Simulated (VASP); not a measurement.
A run of VASP 6.6.1 is set up as follows.

INCAR

```
SYSTEM = Ca2SiN2
ALGO = Normal
EDIFF = 1E-7
EDIFFG = -0.01
ENCUT = 600
GGA = PE
GGA_COMPAT = .FALSE.
IBRION = 2
ISIF = 3
ISMEAR = 0
LASPH = .TRUE.
LCHARG = .FALSE.
LREAL = .FALSE.
LWAVE = .FALSE.
NELM = 120
NELMIN = 4
NSW = 100
PREC = Accurate
SIGMA = 0.1
```

File KPOINTS:

```
k-points
0
G
  8 8 8
  0 0 0
```

Contents of POSCAR:

```
Ca2SiN2
1.0
    4.7869298919      0.0000000000      0.0000000000
    0.0000000000      4.7869298919      0.0000000000
    0.0000000000      0.0000000000      5.1221160324
Ca Si N
2 1 2
Direct
    0.0000000000      0.5000000000      0.0000000000
    0.5000000000      0.0000000000      0.0000000000
    0.5000000000      0.5000000000      0.5000000000
    0.5000000000      0.5000000000      0.8648073235
    0.5000000000      0.5000000000      0.1351926765
```

Potentials or basis: VASP PAW PBE potentials, release 64 (Ca_sv, Si, N).

The run is started by

```sh
$ cat potpaw_PBE.64/Ca_sv/POTCAR potpaw_PBE.64/Si/POTCAR potpaw_PBE.64/N/POTCAR > POTCAR
$ mpirun -np 1 vasp_std > vasp.out
```

Question: What does it give for the band gap on the k mesh?

Answer: Zero (bands 17 and 18 overlap by 1.27 eV).

Question: Predict the space group after relaxing (to 0.1 Å).

Answer: P4/mmm (No. 123).

Forces in eV/Å, atoms in the order of the input:
```
Ca   0.000  0.000  0.000
Ca   0.000  0.000  0.000
Si   0.000  0.000  0.000
N    0.000  0.000 -0.002
N    0.000  0.000  0.002
```
